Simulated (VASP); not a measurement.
A run of VASP 6.6.1:

File INCAR:

```
SYSTEM = CaZnBr4
ALGO = Normal ; EDIFF = 1E-8
ENCUT = 500 ; GGA = PE
GGA_COMPAT = .FALSE. ; IBRION = 8
ISIF = 2 ; ISMEAR = 0
KPAR = 4 ; LASPH = .TRUE.
LCHARG = .FALSE. ; LEPSILON = .TRUE.
LREAL = .FALSE. ; LWAVE = .FALSE.
NELM = 120 ; NSW = 1
PREC = Accurate ; SIGMA = 0.01
```

File KPOINTS:

```
k-points
0
G
  4 4 8
  0 0 0
```

File POSCAR:

```
CaZnBr4
1.0
    4.7252901627     -4.7165013877      0.0000000000
    4.7252901627      4.7165013877      0.0000000000
    0.0000000000      0.0000000000      4.0544706524
Ca Zn Br
1 1 4
Direct
    0.5000000000      0.5000000000      0.5000000000
    0.0000000000      0.0000000000      0.0000000000
    0.8174080167      0.1825919833      0.5000000000
    0.2881632473      0.2881632473      0.0000000000
    0.7118367527      0.7118367527      0.0000000000
    0.1825919833      0.8174080167      0.5000000000
```

Potentials or basis: VASP PAW PBE potentials, release 64 (Ca_sv, Zn, Br).

The run is started by

```bash
$ cat potpaw_PBE.64/Ca_sv/POTCAR potpaw_PBE.64/Zn/POTCAR potpaw_PBE.64/Br/POTCAR > POTCAR
$ mpirun -np 4 vasp_std > vasp.out
```

Hardware: 4 MPI ranks on Intel(R) Xeon(R) Platinum 8559C (Emerald Rapids) (shared host).

**Question.** Estimate the wall time of this run.

**Answer.** It took 29 min on 4 MPI ranks on Intel(R) Xeon(R) Platinum 8559C (Emerald Rapids) (shared host), peak memory 0.9 GiB a rank. Counts: scf iterations 434, k points 35.
